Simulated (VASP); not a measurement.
A run of VASP 6.6.1:

INCAR

```
PREC = Accurate
ENCUT = 520
EDIFF = 1E-6
ISMEAR = 0
SIGMA = 0.15
LREAL = False
LASPH = True
NELM = 100
ALGO = Fast
ISIF = 2
LWAVE = False
LCHARG = True
GGA = PS
LELF = True
LVHAR = True
NBANDS = 23
```

The input KPOINTS:

```
Automatic mesh
0
Gamma
  16 16 16
```

The input POSCAR:

```
TiAl
1.0
   -2.8475477342      0.0000000000      0.0000000000
    0.0000000000      4.9320973526      0.0000000000
    1.4237738671     -2.4660486763     -4.6191923826
Ti Al
2 2
Direct
    0.5000000000      0.5194288806      0.0000000000
    0.0000000000      0.0194288806      0.0000000000
    0.7500000000      0.0488652383      0.5000000000
    0.2500000000      0.5488652383      0.5000000000
```

Potentials or basis: VASP PAW PBE potentials, release 64 (Ti_sv, Al).

Command:

```bash
$ cat potpaw_PBE.64/Ti_sv/POTCAR potpaw_PBE.64/Al/POTCAR > POTCAR
$ mpirun -np 1 vasp_std > vasp.out
```

Hardware: 1 thread of Intel(R) Xeon(R) Platinum 8259CL CPU @ 2.50GHz (Skylake/Cascade Lake) (shared host).

Question: Estimate the wall time of this run.

Answer: It took 43 min on 1 thread of Intel(R) Xeon(R) Platinum 8259CL CPU @ 2.50GHz (Skylake/Cascade Lake), on a shared host, peak memory 0.82 GiB. Counts: scf iterations 31, k points 621.
